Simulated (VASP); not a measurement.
# InAs (F-43m) in VASP: notebook

InAs is run at these levels: PBEsol; tasks: single point, relaxation of cell and atoms.

Everything below comes from runs of VASP 6.6.1. Logs are shortened: lines on timing, memory, paths and dates and some standing lists are left out, and cuts for length are marked.

## 1. The cell of the first run

It takes space group F-43m (No. 216, cubic). Conventional cell: a = 6.107 Å, b = 6.107 Å, c = 6.107 Å, α = 90.00°, β = 90.00°, γ = 90.00°. Within 3.5 Å of In (site symmetry -43m) lie 4 As at 2.64 Å. As (site symmetry -43m) has 4 In at 2.64 Å within 3.5 Å.

## 2. Single point, PBEsol

File INCAR:

```
PREC = Accurate
ENCUT = 520
EDIFF = 1E-6
ISMEAR = 0
SIGMA = 0.1
LREAL = F
LASPH = T
NELM = 60
ALGO = Normal
ISIF = 2
LWAVE = F
LCHARG = T
GGA = PS
LELF = T
LVHAR = T
NBANDS = 16
```

File KPOINTS:

```
regular mesh
0
Gamma
  6 6 6
```

File POSCAR:

```
InAs
1.0
    0.0000000000      3.0535616558      3.0535616558
    3.0535616558      0.0000000000      3.0535616558
    3.0535616558      3.0535616558      0.0000000000
In As
1 1
Direct
    0.7500000000      0.7500000000      0.7500000000
    0.0000000000      0.0000000000      0.0000000000
```

Potentials or basis: VASP PAW PBE potentials, release 64 (In_d, As).

Run with:

```
$ cat potpaw_PBE.64/In_d/POTCAR potpaw_PBE.64/As/POTCAR > POTCAR
$ mpirun -np 1 vasp_std > vasp.out
```

OUTCAR:

```text
PREC = Accurate
   ENCUT = 520
   EDIFF = 1E-6
   ISMEAR = 0
   LREAL = F
   LASPH = T
   NELM = 60
   ISIF = 2
   GGA = PS

 ion  position               nearest neighbor table
   1  0.750  0.750  0.750-   2 2.64   2 2.64   2 2.64   2 2.64
   2  0.000  0.000  0.000-   1 2.64   1 2.64   1 2.64   1 2.64

  LATTYP: Found a face centered cubic cell.
 ALAT       =     6.1071233116

  Lattice vectors:

 A1 = (   0.0000000000,   3.0535616558,   3.0535616558)
 A2 = (   3.0535616558,   0.0000000000,   3.0535616558)
 A3 = (   3.0535616558,   3.0535616558,   0.0000000000)

Analysis of symmetry for initial positions (statically):
=====================================================================
 Subroutine PRICEL returns:
 Original cell was already a primitive cell.

 Routine SETGRP: Setting up the symmetry group for a
 face centered cubic supercell.

 Subroutine GETGRP returns: Found 24 space group operations
 (whereof 24 operations were pure point group operations)
 out of a pool of 48 trial point group operations.

The static configuration has the point symmetry T_d .

Analysis of symmetry for dynamics (positions and initial velocities):
=====================================================================
 Subroutine PRICEL returns:
 Original cell was already a primitive cell.

 Routine SETGRP: Setting up the symmetry group for a
 face centered cubic supercell.

 Subroutine GETGRP returns: Found 24 space group operations
 (whereof 24 operations were pure point group operations)
 out of a pool of 48 trial point group operations.

The dynamic configuration has the point symmetry T_d .

 Subroutine INISYM returns: Found 24 space group operations
 (whereof 24 operations are pure point group operations),
 and found     1 'primitive' translations

----------------------------------------------------------------------------------------

                                     Primitive cell

  volume of cell :      56.9443

  direct lattice vectors                    reciprocal lattice vectors
     0.000000000  3.053561656  3.053561656    -0.163743214  0.163743214  0.163743214
     3.053561656  0.000000000  3.053561656     0.163743214 -0.163743214  0.163743214
     3.053561656  3.053561656  0.000000000     0.163743214  0.163743214 -0.163743214

  length of vectors
     4.318388307  4.318388307  4.318388307     0.283611566  0.283611566  0.283611566

  position of ions in fractional coordinates (direct lattice)
     0.750000000  0.750000000  0.750000000
     0.000000000  0.000000000  0.000000000

  ion indices of the primitive-cell ions
   primitive index   ion index
                 1           1
                 2           2

----------------------------------------------------------------------------------------

 KPOINTS: regular mesh

Automatic generation of k-mesh.
 Grid dimensions read from file:
 generate k-points for:    6    6    6

 Generating k-lattice:

  Cartesian coordinates                     Fractional coordinates (reciprocal lattice)
    -0.027290536  0.027290536  0.027290536     0.166666667  0.000000000  0.000000000
     0.027290536 -0.027290536  0.027290536     0.000000000  0.166666667  0.000000000
     0.027290536  0.027290536 -0.027290536     0.000000000  0.000000000  0.166666667

  Length of vectors
     0.047268594  0.047268594  0.047268594

  Shift w.r.t. Gamma in fractional coordinates (k-lattice)
     0.000000000  0.000000000  0.000000000

 Subroutine IBZKPT returns following result:
 ===========================================

 Found     16 irreducible k-points:

 Following reciprocal coordinates:
            Coordinates               Weight
  0.000000  0.000000  0.000000      1.000000
  0.166667  0.000000  0.000000      8.000000
  0.333333  0.000000  0.000000      8.000000
  0.500000  0.000000  0.000000      4.000000
  0.166667  0.166667  0.000000      6.000000
  0.333333  0.166667  0.000000     24.000000
[... 8 lines left out ...]
 -0.333333  0.333333  0.166667     24.000000
 -0.333333  0.500000  0.166667     12.000000
   k-points           NKPTS =     16   k-points in BZ     NKDIM =     16   number of bands    NBANDS=     16
   number of dos      NEDOS =    301   number of ions     NIONS =      2
   total plane-waves  NPLWV =  32768
   dimension x,y,z NGX =    32 NGY =   32 NGZ =   32
   dimension x,y,z NGXF=    64 NGYF=   64 NGZF=   64
   ions per type =               1   1
   NGX,Y,Z   is equivalent  to a cutoff of  12.32, 12.32, 12.32 a.u.
   NGXF,Y,Z  is equivalent  to a cutoff of  24.64, 24.64, 24.64 a.u.
 SYSTEM =  unknown system
   PREC   = accura    normal or accurate (medium, high low for compatibility)
   ISTART =      0    job   : 0-new  1-cont  2-samecut
   ICHARG =      2    charge: 1-file 2-atom 10-const
   ISPIN  =      1    spin polarized calculation?
   LNONCOLLINEAR =      F non collinear calculations
   LSORBIT =      F    spin-orbit coupling
   LASPH  =      T    aspherical Exc in radial PAW
   ENCUT  =  520.0 eV  38.22 Ry    6.18 a.u.   8.03  8.03  8.03*2*pi/ulx,y,z
   NELM   =     60;   NELMIN=  2; NELMDL= -5     # of ELM steps
   EDIFF  = 0.1E-05   stopping-criterion for ELM
   LREAL  =      F    real-space projection
   EDIFFG = 0.1E-04   stopping-criterion for IOM
   NSW    =      0    number of steps for IOM
   IBRION =     -1    ionic relax: 0-MD 1-quasi-New 2-CG
   NFREE  =      0    steps in history (QN), initial steepest desc. (CG)
   ISIF   =      2    stress and relaxation
   ISYM   =      2    0-nonsym 1-usesym 2-fastsym
   POTIM  = 0.5000    time-step for ionic-motion
   TEBEG  =    0.0;   TEEND  =   0.0 temperature during run
   PSTRESS=    0.0 pullay stress
   NELECT =      18.0000    total number of electrons
   NUPDOWN=      -1.0000    fix difference up-down
   EMIN   =  10.00;   EMAX   =-10.00  energy-range for DOS
   EFERMI =   0.00;   METHOD = LEGACY
   ISMEAR =     0;   SIGMA  =   0.10  broadening in eV -4-tet -1-fermi 0-gaus
   EFERMI_NEDOS =   21; number of points for ismear=-14 and -15
   IALGO  =     38    algorithm
   IMIX   =      4    mixing-type and parameters
     AMIX     =   0.40;   BMIX     =  1.00
     AMIX_MAG =   1.60;   BMIX_MAG =  1.00
  volume/ion in A,a.u.               =      28.47       192.14
  Fermi-wavevector in a.u.,A,eV,Ry     =   1.115190  2.107404 16.920877  1.243649
  Thomas-Fermi vector in A             =   2.251793
   LORBIT       =      0    0 simple, 1 ext, 2 COOP (PROOUT), +10 PAW based schemes
   GGA     = PS    functional components
   LHFCALC =     F    Hartree Fock is set to
   AEXX    =    0.0000 exact exchange contribution
   IVDW    =     0    specifies the selected vdW correction
   LEPSILON=     F    determine dielectric tensor
   LRPA    =     F    only Hartree local field effects (RPA)
 non-spin polarized calculation
 Gauss-broadening in eV      SIGMA  =   0.10
  energy-cutoff  :      520.00
  volume of cell :       56.94
 maximum number of plane-waves:      1544
   NGX = 17   NGY = 17   NGZ = 17

 number of electron      17.9999995 magnetization

 Free energy of the ion-electron system (eV)
  ---------------------------------------------------
  ext. energy  EPLUGINS =         0.00000000
  ---------------------------------------------------
  free energy    TOTEN  =        -8.47130280 eV

  energy without entropy =       -8.47058857  energy(sigma->0) =       -8.47094569

 E-fermi :   4.1163     XC(G=0):  -9.1522

 val. band max:        4.0858056269   @ k =   0.0000   0.0000   0.0000
 cond. band min:       4.8932001139   @ k =   0.5000   0.0000   0.0000
 fundamental gap:      0.8073944870
 Fermi energy:         4.1162638502

 k-point     1 :       0.0000    0.0000    0.0000
  band No.  band energies     occupation
      1     -10.1960      2.00000
      2     -10.1960      2.00000
      3     -10.1960      2.00000
      4     -10.0804      2.00000
      5     -10.0804      2.00000
      6      -7.6158      2.00000
[... 8 lines left out ...]
     15      13.6691      0.00000
     16      13.6691      0.00000

 k-point     2 :       0.1667    0.0000    0.0000
  band No.  band energies     occupation
      1     -10.2267      2.00000
      2     -10.1871      2.00000
      3     -10.1871      2.00000
      4     -10.0804      2.00000
      5     -10.0804      2.00000
      6      -7.3461      2.00000
[... 8 lines left out ...]
     15      12.5796      0.00000
     16      12.5796      0.00000

 k-point     3 :       0.3333    0.0000    0.0000
  band No.  band energies     occupation
      1     -10.2829      2.00000
      2     -10.1724      2.00000
      3     -10.1724      2.00000
      4     -10.0769      2.00000
      5     -10.0769      2.00000
      6      -6.6775      2.00000
[... 8 lines left out ...]
     15      13.0367      0.00000
     16      13.0367      0.00000

 k-point     4 :       0.5000    0.0000    0.0000
  band No.  band energies     occupation
      1     -10.3089      2.00000
      2     -10.1672      2.00000
      3     -10.1672      2.00000
      4     -10.0730      2.00000
      5     -10.0730      2.00000
      6      -6.2202      2.00000
[... 8 lines left out ...]
     15      14.6670      0.00000
     16      14.6670      0.00000
[... 172 lines left out ...]
 k-point    14 :       0.5000    0.3333    0.1667
  band No.  band energies     occupation
      1     -10.3214      2.00000
      2     -10.1557      2.00000
      3     -10.1443      2.00000
      4     -10.0941      2.00000
      5     -10.0699      2.00000
      6      -6.1718      2.00000
[... 8 lines left out ...]
     15      14.4700      0.00000
     16      15.7979      0.00000

 k-point    15 :      -0.3333    0.3333    0.1667
  band No.  band energies     occupation
      1     -10.3329      2.00000
      2     -10.1553      2.00000
      3     -10.1367      2.00000
      4     -10.0904      2.00000
      5     -10.0733      2.00000
      6      -5.8221      2.00000
[... 8 lines left out ...]
     15      14.7154      0.00000
     16      15.6563      0.00000

 k-point    16 :      -0.3333    0.5000    0.1667
  band No.  band energies     occupation
      1     -10.3482      2.00000
      2     -10.1430      2.00000
      3     -10.1269      2.00000
      4     -10.1005      2.00000
      5     -10.0680      2.00000
      6      -5.6708      2.00000
[... 8 lines left out ...]
     15      15.5108      0.00000
     16      15.6989      0.00000

------------------------ aborting loop because EDIFF is reached ----------------------------------------

  FORCE on cell =-STRESS in cart. coord.  units (eV):
  Direction    XX          YY          ZZ          XY          YZ          ZX
  --------------------------------------------------------------------------------------
  -------------------------------------------------------------------------------------
  Total       -0.1377117     -0.1377117     -0.1377117      0.0000000      0.0000000     -0.0000000
  in kB       -3.8746394     -3.8746394     -3.8746394      0.0000000      0.0000000     -0.0000000
  external PRESSURE =      -3.8746394 kB  Pullay stress =       0.0000000 kB

 VOLUME and BASIS-vectors are now :
 -----------------------------------------------------------------------------
  energy-cutoff  :      520.00
  volume of cell :       56.94
      direct lattice vectors                 reciprocal lattice vectors
     0.000000000  3.053561656  3.053561656    -0.163743214  0.163743214  0.163743214
     3.053561656  0.000000000  3.053561656     0.163743214 -0.163743214  0.163743214
     3.053561656  3.053561656  0.000000000     0.163743214  0.163743214 -0.163743214

 POSITION                                       TOTAL-FORCE (eV/Angst)
 -----------------------------------------------------------------------------------
      4.58034      4.58034      4.58034        -0.000000     -0.000000     -0.000000
      0.00000      0.00000      0.00000         0.000000      0.000000      0.000000
 -----------------------------------------------------------------------------------
    total drift:                               -0.000000     -0.000000      0.000000

  FREE ENERGIE OF THE ION-ELECTRON SYSTEM (eV)
  ---------------------------------------------------
  free  energy   TOTEN  =        -8.4713028034 eV

  energy  without entropy=       -8.4705885686  energy(sigma->0) =       -8.47094569
```

Wall time 6.3 s (1 thread of Intel Xeon 6975P-C (Granite Rapids), shared host); peak memory 0.17 GiB.

What came out:

| Item | Value |
| --- | --- |
| Free energy | -8.4713 eV |
| Pressure | -0.4 GPa |
| Band gap on the k mesh | zero (filled and empty bands touch) |

Caveat: the PAW data sets were made with another functional, which shifts forces and pressure a little; spin-orbit coupling is left out, which moves the levels of the heavy elements.

## 3. Single point, PBEsol

This run uses another cell than the first one, of 28.19 Å³/atom, 0.990 times its volume.

File INCAR:

```
  PREC = Accurate
  ENCUT = 520
  EDIFF = 1E-6
  ISMEAR = 0
  SIGMA = 0.1
  LREAL = False
  LASPH = True
  NELM = 80
  ALGO = Normal
  ISIF = 2
  LWAVE = False
  LCHARG = False
  GGA = PS
  NBANDS = 16
```

File KPOINTS:

```
regular mesh
0
Gamma
  12 12 12
```

File POSCAR:

```
InAs
1.0
    0.0000000000      3.0435760279      3.0435760279
    3.0435760279      0.0000000000      3.0435760279
    3.0435760279      3.0435760279      0.0000000000
In As
1 1
Direct
    0.7500000000      0.7500000000      0.7500000000
    0.0000000000      0.0000000000      0.0000000000
```

Potentials or basis: VASP PAW PBE potentials, release 64 (In_d, As).

Run with:

```
$ cat potpaw_PBE.64/In_d/POTCAR potpaw_PBE.64/As/POTCAR > POTCAR
$ mpirun -np 1 vasp_std > vasp.out
```

It took 19 s on 1 thread of Intel Xeon 6975P-C (Granite Rapids), shared host; peak memory 0.21 GiB.

Results (log left out):

* Free energy: -8.4907 eV
* Pressure: 0.1 GPa
* Band gap on the k mesh: zero (filled and empty bands touch)

Levels at points of the mesh, in eV from the Fermi level:
| k point | band 5 | band 6 | band 7 | band 8 | band 9 | band 10 | band 11 | band 12 | band 13 | band 14 |
| --- | --- | --- | --- | --- | --- | --- | --- | --- | --- | --- |
| (0.00, 0.00, 0.00) | -14.23 | -11.82 | -0.44 | -0.06 | -0.06 | -0.06 | 3.79 | 3.79 | 3.79 | 7.20 |
| (0.50, 0.00, 0.00) | -14.22 | -10.40 | -5.77 | -1.03 | -1.03 | 0.77 | 4.55 | 4.55 | 6.63 | 8.74 |
| (0.50, 0.50, 0.00) | -14.21 | -9.87 | -5.86 | -2.34 | -2.34 | 1.41 | 1.92 | 8.89 | 9.02 | 9.02 |

Caveat: the PAW data sets were made with another functional, which shifts forces and pressure a little; spin-orbit coupling is left out, which moves the levels of the heavy elements.

## 4. Relaxation of cell and atoms, PBEsol

File INCAR:

```
SYSTEM = InAs
PREC = Accurate
ENCUT = 600
EDIFF = 1E-6
ISMEAR = 0
SIGMA = 0.1
LREAL = .False.
LASPH = .True.
NELM = 80
ALGO = Normal
ISIF = 3
LWAVE = .False.
LCHARG = .False.
GGA = PS
IBRION = 2
NSW = 100
EDIFFG = -0.005
```

File KPOINTS:

```
Automatic mesh
0
Gamma
  12 12 12
  0 0 0
```

File POSCAR:

```
InAs
1.0
    0.0000000000      3.0535616558      3.0535616558
    3.0535616558      0.0000000000      3.0535616558
    3.0535616558      3.0535616558      0.0000000000
In As
1 1
Direct
    0.7500000000      0.7500000000      0.7500000000
    0.0000000000      0.0000000000      0.0000000000
```

Run with:

```
$ cat potpaw_PBE.64/In_d/POTCAR potpaw_PBE.64/As/POTCAR > POTCAR
$ mpirun -np 1 vasp_std > vasp.out
```

Run time: 86 s. Hardware: 1 thread of Intel Xeon 6975P-C, shared host; peak memory 0.26 GiB.

The run converged. Its results:

* Free energy: -8.4911 eV
* Relaxed volume: 28.25 Å³/atom
* Relaxed cell: a = 4.307 Å, b = 4.307 Å, c = 4.307 Å, α = 60.00°, β = 60.00°, γ = 60.00°
* Space group after relaxing (to 0.05 Å): F-43m (No. 216)
* Energy gained by relaxing: 0.3 meV/atom
* Ionic steps: 3
* Pressure after relaxing: 0.0 GPa
* Band gap on the k mesh: zero (filled and empty bands touch)

The path:
```tsv
step	energy change (eV)	largest force (eV/Å)	pressure (GPa)	volume (Å³)
1	0.0000	0.0000	-0.44	56.94
2	-0.0005	0.0000	0.20	56.30
3	-0.0006	0.0000	0.01	56.50
```

Final structure:
```
In As
1.0
     0.00000    3.04552    3.04552
     3.04552    0.00000    3.04552
     3.04552    3.04552    0.00000
In As
1 1
Direct
  0.75000 0.75000 0.75000
  0.00000 0.00000 0.00000
```

Levels at points of the mesh, in eV from the Fermi level:
```tsv
k point	band 5	band 6	band 7	band 8	band 9	band 10	band 11	band 12	band 13
(0.00, 0.00, 0.00)	-14.23	-11.81	-0.45	-0.06	-0.06	-0.06	3.79	3.79	3.79
(0.50, 0.00, 0.00)	-14.22	-10.39	-5.76	-1.03	-1.03	0.77	4.55	4.55	6.63
(0.50, 0.50, 0.00)	-14.21	-9.87	-5.85	-2.33	-2.33	1.42	1.92	8.88	9.01
```

Caveat: the PAW data sets were made with another functional, which shifts forces and pressure a little; spin-orbit coupling is left out, which moves the levels of the heavy elements.

## 5. Overview

```csv
task,cell,k mesh,cutoff (eV),gap on the mesh (eV),pressure (GPa)
single point,"a = 4.318 Å, angles 60.0°, 2 atoms",6 × 6 × 6,520,none,-0.4
single point,"a = 4.304 Å, angles 60.0°, 2 atoms",12 × 12 × 12,520,none,0.1
relaxation of cell and atoms,"relaxed from a = 4.318 Å, angles 60.0°, 2 atoms",12 × 12 × 12,600,none,0.0
```

Alike in all rows: level PBEsol; potentials or basis VASP PAW PBE potentials, release 64 (In_d, As); no spin polarisation; smearing gaussian 0.1 eV.

Caveats: the PAW data sets were made with another functional, which shifts forces and pressure a little; spin-orbit coupling is left out, which moves the levels of the heavy elements.

Absolute energies hang on the potentials; compare differences alone.
